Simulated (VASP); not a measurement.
A run of VASP 6.6.1 is set up as follows.

File INCAR:

```
  PREC = Accurate
  ENCUT = 600
  EDIFF = 1E-6
  ISMEAR = 0
  SIGMA = 0.1
  LREAL = F
  LASPH = T
  NELM = 150
  ALGO = Normal
  ISIF = 3
  LWAVE = F
  LCHARG = F
  ISPIN = 2
  MAGMOM = 0 3.36 0.01 0.01 0.01
  LORBIT = 11
  LMAXMIX = 4
  GGA = PE
  IBRION = 2
  NSW = 90
  EDIFFG = -0.04
```

The input KPOINTS:

```
regular mesh
0
Gamma
  4 4 4
```

Contents of POSCAR:

```
NaWF3
1.0
    4.3432899400      0.0000000000      0.0000000000
    0.0000000000      4.3432899400      0.0000000000
    0.0000000000      0.0000000000      4.3432899400
Na W F
1 1 3
Direct
    0.0000000000      0.0000000000      0.0000000000
    0.5000000000      0.5000000000      0.5000000000
    0.5000000000      0.0000000000      0.0000000000
    0.0000000000      0.5000000000      0.0000000000
    0.0000000000      0.0000000000      0.5000000000
```

Potentials or basis: VASP PAW PBE potentials, release 64 (Na_pv, W_sv, F).

Run with:

```console
$ cat potpaw_PBE.64/Na_pv/POTCAR potpaw_PBE.64/W_sv/POTCAR potpaw_PBE.64/F/POTCAR > POTCAR
$ mpirun -np 1 vasp_std > vasp.out
```

Question: What does it give for the relaxed volume?

Answer: 13.48 Å³/atom.

Question: What does it give for the space group after relaxing (to 0.1 Å)?

Answer: Pm-3m (No. 221).

Question: What does it give for the site moments?

Answer: Na -0.00; W +3.16; F +0.01 μB.

Question: Estimate the band gap on the k mesh.

Answer: Zero (filled and empty bands overlap).

The path:
```csv
step,energy change (eV),largest force (eV/Å),pressure (GPa),volume (Å³)
1,0.0000,0.0000,-8.93,81.93
2,-0.4466,0.0000,-4.11,71.57
3,-0.5077,0.0000,-0.39,67.39
```

Caveat: the k points lie up to 0.39 Å⁻¹ apart in the final cell, too coarse for converged energies and pressures of a metal; the volume moved by over 15 % at a fixed basis, so the end points are rough; spin-orbit coupling is left out, which moves the levels of the heavy elements.
